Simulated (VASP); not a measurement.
# GaP (F-43m) in VASP: a series of runs

The runs below take GaP through single point, with PBE, r2SCAN.

All numbers are computed with VASP 6.6.1; they aren't measurements. Logs are shortened: lines on timing, memory, paths and dates and some standing lists are left out, and cuts for length are marked.

## 1. The cell of the first run

It takes space group F-43m (No. 216, cubic). The conventional cell has a = 5.185 Å, b = 5.185 Å, c = 5.185 Å, α = 90.00°, β = 90.00°, γ = 90.00°. Within 3.0 Å of Ga (site symmetry -43m) lie 4 P at 2.25 Å. Within 3.0 Å of P (site symmetry -43m) lie 4 Ga at 2.25 Å.

## 2. Single point, PBE (strain -4.9%)

Contents of INCAR:

```
PREC = Accurate
ENCUT = 520
EDIFF = 1E-7
ISMEAR = -1
SIGMA = 0.02
LREAL = F
LASPH = T
NELM = 60
ALGO = Normal
ISIF = 2
LWAVE = F
LCHARG = F
GGA = PE
NBANDS = 16
```

Contents of KPOINTS:

```
regular mesh
0
Gamma
  8 8 8
```

Contents of POSCAR:

```
GaP
1.0
    0.0000000000      2.5923998101      2.5923998101
    2.5923998101      0.0000000000      2.5923998101
    2.5923998101      2.5923998101      0.0000000000
Ga P
1 1
Direct
    0.0000000000      0.0000000000      0.0000000000
    0.2500000000      0.2500000000      0.2500000000
```

Potentials or basis: VASP PAW PBE potentials, release 64 (Ga_d, P).

Launch:

```sh
cat potpaw_PBE.64/Ga_d/POTCAR potpaw_PBE.64/P/POTCAR > POTCAR
mpirun -np 1 vasp_std > vasp.out
```

OUTCAR:

```text
PREC = Accurate
   ENCUT = 520
   EDIFF = 1E-7
   ISMEAR = -1
   LREAL = F
   LASPH = T
   NELM = 60
   ISIF = 2
   GGA = PE

 ion  position               nearest neighbor table
   1  0.000  0.000  0.000-   2 2.25   2 2.25   2 2.25   2 2.25
   2  0.250  0.250  0.250-   1 2.25   1 2.25   1 2.25   1 2.25

  LATTYP: Found a face centered cubic cell.
 ALAT       =     5.1847996202

  Lattice vectors:

 A1 = (   0.0000000000,   2.5923998101,   2.5923998101)
 A2 = (   2.5923998101,   0.0000000000,   2.5923998101)
 A3 = (   2.5923998101,   2.5923998101,   0.0000000000)

Analysis of symmetry for initial positions (statically):
=====================================================================
 Subroutine PRICEL returns:
 Original cell was already a primitive cell.

 Routine SETGRP: Setting up the symmetry group for a
 face centered cubic supercell.

 Subroutine GETGRP returns: Found 24 space group operations
 (whereof 24 operations were pure point group operations)
 out of a pool of 48 trial point group operations.

The static configuration has the point symmetry T_d .

Analysis of symmetry for dynamics (positions and initial velocities):
=====================================================================
 Subroutine PRICEL returns:
 Original cell was already a primitive cell.

 Routine SETGRP: Setting up the symmetry group for a
 face centered cubic supercell.

 Subroutine GETGRP returns: Found 24 space group operations
 (whereof 24 operations were pure point group operations)
 out of a pool of 48 trial point group operations.

The dynamic configuration has the point symmetry T_d .

 Subroutine INISYM returns: Found 24 space group operations
 (whereof 24 operations are pure point group operations),
 and found     1 'primitive' translations

----------------------------------------------------------------------------------------

                                     Primitive cell

  volume of cell :      34.8446

  direct lattice vectors                    reciprocal lattice vectors
     0.000000000  2.592399810  2.592399810    -0.192871485  0.192871485  0.192871485
     2.592399810  0.000000000  2.592399810     0.192871485 -0.192871485  0.192871485
     2.592399810  2.592399810  0.000000000     0.192871485  0.192871485 -0.192871485

  length of vectors
     3.666206971  3.666206971  3.666206971     0.334063211  0.334063211  0.334063211

  position of ions in fractional coordinates (direct lattice)
     0.000000000  0.000000000  0.000000000
     0.250000000  0.250000000  0.250000000

  ion indices of the primitive-cell ions
   primitive index   ion index
                 1           1
                 2           2

----------------------------------------------------------------------------------------

 KPOINTS: regular mesh

Automatic generation of k-mesh.
 Grid dimensions read from file:
 generate k-points for:    8    8    8

 Generating k-lattice:

  Cartesian coordinates                     Fractional coordinates (reciprocal lattice)
    -0.024108936  0.024108936  0.024108936     0.125000000  0.000000000  0.000000000
     0.024108936 -0.024108936  0.024108936     0.000000000  0.125000000  0.000000000
     0.024108936  0.024108936 -0.024108936     0.000000000  0.000000000  0.125000000

  Length of vectors
     0.041757901  0.041757901  0.041757901

  Shift w.r.t. Gamma in fractional coordinates (k-lattice)
     0.000000000  0.000000000  0.000000000

 Subroutine IBZKPT returns following result:
 ===========================================

 Found     29 irreducible k-points:

 Following reciprocal coordinates:
            Coordinates               Weight
  0.000000  0.000000  0.000000      1.000000
  0.125000  0.000000  0.000000      8.000000
  0.250000  0.000000  0.000000      8.000000
  0.375000  0.000000  0.000000      8.000000
  0.500000  0.000000  0.000000      4.000000
  0.125000  0.125000  0.000000      6.000000
[... 16 lines left out ...]
  0.500000  0.250000  0.125000     48.000000
 -0.375000  0.250000  0.125000     24.000000
 [... further k-points ...]
   k-points           NKPTS =     29   k-points in BZ     NKDIM =     29   number of bands    NBANDS=     16
   number of dos      NEDOS =    301   number of ions     NIONS =      2
   total plane-waves  NPLWV =  21952
   dimension x,y,z NGX =    28 NGY =   28 NGZ =   28
   dimension x,y,z NGXF=    56 NGYF=   56 NGZF=   56
   ions per type =               1   1
   NGX,Y,Z   is equivalent  to a cutoff of  12.70, 12.70, 12.70 a.u.
   NGXF,Y,Z  is equivalent  to a cutoff of  25.39, 25.39, 25.39 a.u.
 SYSTEM =  unknown system
   PREC   = accura    normal or accurate (medium, high low for compatibility)
   ISTART =      0    job   : 0-new  1-cont  2-samecut
   ICHARG =      2    charge: 1-file 2-atom 10-const
   ISPIN  =      1    spin polarized calculation?
   LNONCOLLINEAR =      F non collinear calculations
   LSORBIT =      F    spin-orbit coupling
   LASPH  =      T    aspherical Exc in radial PAW
   ENCUT  =  520.0 eV  38.22 Ry    6.18 a.u.   6.82  6.82  6.82*2*pi/ulx,y,z
   NELM   =     60;   NELMIN=  2; NELMDL= -5     # of ELM steps
   EDIFF  = 0.1E-06   stopping-criterion for ELM
   LREAL  =      F    real-space projection
   EDIFFG = 0.1E-05   stopping-criterion for IOM
   NSW    =      0    number of steps for IOM
   IBRION =     -1    ionic relax: 0-MD 1-quasi-New 2-CG
   NFREE  =      0    steps in history (QN), initial steepest desc. (CG)
   ISIF   =      2    stress and relaxation
   ISYM   =      2    0-nonsym 1-usesym 2-fastsym
   POTIM  = 0.5000    time-step for ionic-motion
   TEBEG  =    0.0;   TEEND  =   0.0 temperature during run
   PSTRESS=    0.0 pullay stress
   NELECT =      18.0000    total number of electrons
   NUPDOWN=      -1.0000    fix difference up-down
   EMIN   =  10.00;   EMAX   =-10.00  energy-range for DOS
   EFERMI =   0.00;   METHOD = LEGACY
   ISMEAR =    -1;   SIGMA  =   0.02  broadening in eV -4-tet -1-fermi 0-gaus
   EFERMI_NEDOS =   21; number of points for ismear=-14 and -15
   IALGO  =     38    algorithm
   IMIX   =      4    mixing-type and parameters
     AMIX     =   0.40;   BMIX     =  1.00
     AMIX_MAG =   1.60;   BMIX_MAG =  1.00
  volume/ion in A,a.u.               =      17.42       117.57
  Fermi-wavevector in a.u.,A,eV,Ry     =   1.313571  2.482290 23.476442  1.725470
  Thomas-Fermi vector in A             =   2.443885
   LORBIT       =      0    0 simple, 1 ext, 2 COOP (PROOUT), +10 PAW based schemes
   GGA     = PE    functional components
   LHFCALC =     F    Hartree Fock is set to
   AEXX    =    0.0000 exact exchange contribution
   IVDW    =     0    specifies the selected vdW correction
   LEPSILON=     F    determine dielectric tensor
   LRPA    =     F    only Hartree local field effects (RPA)
 non-spin polarized calculation
  energy-cutoff  :      520.00
  volume of cell :       34.84
 maximum number of plane-waves:       960
   NGX = 13   NGY = 13   NGZ = 13

 number of electron      18.0000013 magnetization

 Free energy of the ion-electron system (eV)
  ---------------------------------------------------
  ext. energy  EPLUGINS =         0.00000000
  ---------------------------------------------------
  free energy    TOTEN  =        -8.75027265 eV

  energy without entropy =       -8.75027265  energy(sigma->0) =       -8.75027265

 E-fermi :   6.7286     XC(G=0): -10.5333

 val. band max:        6.3181975331   @ k =   0.0000   0.0000   0.0000
 cond. band min:       7.6146436682   @ k =   0.5000   0.5000   0.0000
 fundamental gap:      1.2964461352
 Fermi energy:         6.7286238319

 k-point     1 :       0.0000    0.0000    0.0000
  band No.  band energies     occupation
      1      -8.5834      2.00000
      2      -8.5834      2.00000
      3      -8.5834      2.00000
      4      -8.4284      2.00000
      5      -8.4284      2.00000
      6      -7.4112      2.00000
[... 8 lines left out ...]
     15      16.2929      0.00000
     16      16.2929      0.00000

 k-point     2 :       0.1250    0.0000    0.0000
  band No.  band energies     occupation
      1      -8.6144      2.00000
      2      -8.5758      2.00000
      3      -8.5758      2.00000
      4      -8.4286      2.00000
      5      -8.4286      2.00000
      6      -7.1599      2.00000
[... 8 lines left out ...]
     15      15.5784      0.00000
     16      16.7559      0.00000

 k-point     3 :       0.2500    0.0000    0.0000
  band No.  band energies     occupation
      1      -8.6710      2.00000
      2      -8.5598      2.00000
      3      -8.5598      2.00000
      4      -8.4266      2.00000
      5      -8.4266      2.00000
      6      -6.4600      2.00000
[... 8 lines left out ...]
     15      15.4063      0.00000
     16      16.6662      0.00000

 k-point     4 :       0.3750    0.0000    0.0000
  band No.  band energies     occupation
      1      -8.7151      2.00000
      2      -8.5480      2.00000
      3      -8.5480      2.00000
      4      -8.4203      2.00000
      5      -8.4203      2.00000
      6      -5.4619      2.00000
[... 8 lines left out ...]
     15      16.8211      0.00000
     16      17.0211      0.00000
[... 324 lines left out ...]
 k-point    22 :       0.3750    0.2500    0.1250
  band No.  band energies     occupation
      1      -8.7033      2.00000
      2      -8.5411      2.00000
      3      -8.5344      2.00000
      4      -8.4488      2.00000
      5      -8.4138      2.00000
      6      -5.8743      2.00000
[... 8 lines left out ...]
     15      18.0972      0.00000
     16      19.7360      0.00000

 k-point    23 :       0.5000    0.2500    0.1250
  band No.  band energies     occupation
      1      -8.7261      2.00000
      2      -8.5356      2.00000
      3      -8.5199      2.00000
      4      -8.4451      2.00000
      5      -8.4141      2.00000
      6      -4.9281      2.00000
[... 8 lines left out ...]
     15      18.6784      0.00000
     16      19.8348      0.00000

 k-point    24 :      -0.3750    0.2500    0.1250
  band No.  band energies     occupation
      1      -8.7344      2.00000
      2      -8.5350      2.00000
      3      -8.5149      2.00000
      4      -8.4387      2.00000
      5      -8.4168      2.00000
      6      -4.3071      2.00000
[... 8 lines left out ...]
     15      18.8212      0.00000
     16      19.7438      0.00000

 [... further k-points ...]

------------------------ aborting loop because EDIFF is reached ----------------------------------------

  FORCE on cell =-STRESS in cart. coord.  units (eV):
  Direction    XX          YY          ZZ          XY          YZ          ZX
  --------------------------------------------------------------------------------------
  -------------------------------------------------------------------------------------
  Total        4.4603917      4.4603917      4.4603917     -0.0000000      0.0000000     -0.0000000
  in kB      205.0914922    205.0914922    205.0914922     -0.0000000      0.0000000     -0.0000000
  external PRESSURE =     205.0914922 kB  Pullay stress =       0.0000000 kB

 VOLUME and BASIS-vectors are now :
 -----------------------------------------------------------------------------
  energy-cutoff  :      520.00
  volume of cell :       34.84
      direct lattice vectors                 reciprocal lattice vectors
     0.000000000  2.592399810  2.592399810    -0.192871485  0.192871485  0.192871485
     2.592399810  0.000000000  2.592399810     0.192871485 -0.192871485  0.192871485
     2.592399810  2.592399810  0.000000000     0.192871485  0.192871485 -0.192871485

 POSITION                                       TOTAL-FORCE (eV/Angst)
 -----------------------------------------------------------------------------------
      0.00000      0.00000      0.00000        -0.000000     -0.000000     -0.000000
      1.29620      1.29620      1.29620         0.000000      0.000000      0.000000
 -----------------------------------------------------------------------------------
    total drift:                                0.000002      0.000002      0.000002

  FREE ENERGIE OF THE ION-ELECTRON SYSTEM (eV)
  ---------------------------------------------------
  free  energy   TOTEN  =        -8.7502726504 eV

  energy  without entropy=       -8.7502726504  energy(sigma->0) =       -8.75027265
```

It took 34 s on 1 thread of AMD EPYC 7R13 (Zen 3), shared host; peak memory 0.13 GiB.

What came out:

* Free energy: -8.7503 eV
* Pressure: 20.5 GPa
* Band gap on the k mesh: 1.30 eV, indirect (least direct gap 3.11 eV)

Levels at points of the mesh, in eV from the valence-band top:
```tsv
k point	band 7	band 8	band 9	band 10	band 11	band 12
(0.00, 0.00, 0.00)	0.00	0.00	0.00	3.11	3.81	3.81
(0.50, 0.00, 0.00)	-7.59	-1.36	-1.36	2.13	4.63	4.63
(0.50, 0.50, 0.00)	-7.53	-3.26	-3.26	1.30	1.61	11.71
```

Caveat: the cell differs from its parent crystal (strain -4.9%). A k mesh can miss the band edges.

## 3. Single point, r2SCAN (strain -4.9%)

POSCAR is that of step 2.

Contents of INCAR.step1:

```
  PREC = Accurate
  ENCUT = 520
  ISMEAR = 0
  SIGMA = 0.01
  LREAL = False
  LASPH = True
  NELM = 60
  NBANDS = 16
  GGA = PE
  ALGO = Normal
  EDIFF = 1E-4
  LWAVE = True
  LCHARG = False
```

Contents of INCAR.step2:

```
  PREC = Accurate
  ENCUT = 520
  EDIFF = 1E-6
  ISMEAR = 0
  SIGMA = 0.01
  LREAL = False
  LASPH = True
  NELM = 60
  ALGO = Normal
  ISIF = 2
  LWAVE = False
  LCHARG = False
  METAGGA = R2SCAN
  LMIXTAU = True
  NBANDS = 16
  ISTART = 1
```

KPOINTS is that of step 2.

Potentials or basis: VASP PAW PBE potentials, release 64 (Ga_d, P).

Launch:

```sh
cat potpaw_PBE.64/Ga_d/POTCAR potpaw_PBE.64/P/POTCAR > POTCAR
cp INCAR.step1 INCAR
mpirun -np 1 vasp_std > vasp.out
cp INCAR.step2 INCAR
mpirun -np 1 vasp_std > vasp.out
```

It took 2 min on 1 thread of AMD EPYC 7R13 (Zen 3), shared host; peak memory 0.13 GiB.

Results (log left out):

```yaml
Free_energy: -21.1814 eV
Pressure: 18.3 GPa
Band_gap_on_the_k_mesh: 1.56 eV, indirect (least direct gap 3.69 eV)
```

Levels at points of the mesh, in eV from the valence-band top:
| k point | band 7 | band 8 | band 9 | band 10 | band 11 | band 12 |
| --- | --- | --- | --- | --- | --- | --- |
| (0.00, 0.00, 0.00) | 0.00 | 0.00 | 0.00 | 3.69 | 4.10 | 4.10 |
| (0.50, 0.00, 0.00) | -7.84 | -1.42 | -1.42 | 2.52 | 4.95 | 4.95 |
| (0.50, 0.50, 0.00) | -7.77 | -3.40 | -3.40 | 1.56 | 1.89 | 12.50 |

Caveat: the cell differs from its parent crystal (strain -4.9%); the PAW data sets were made with another functional, which shifts forces and pressure a little. A k mesh can miss the band edges.
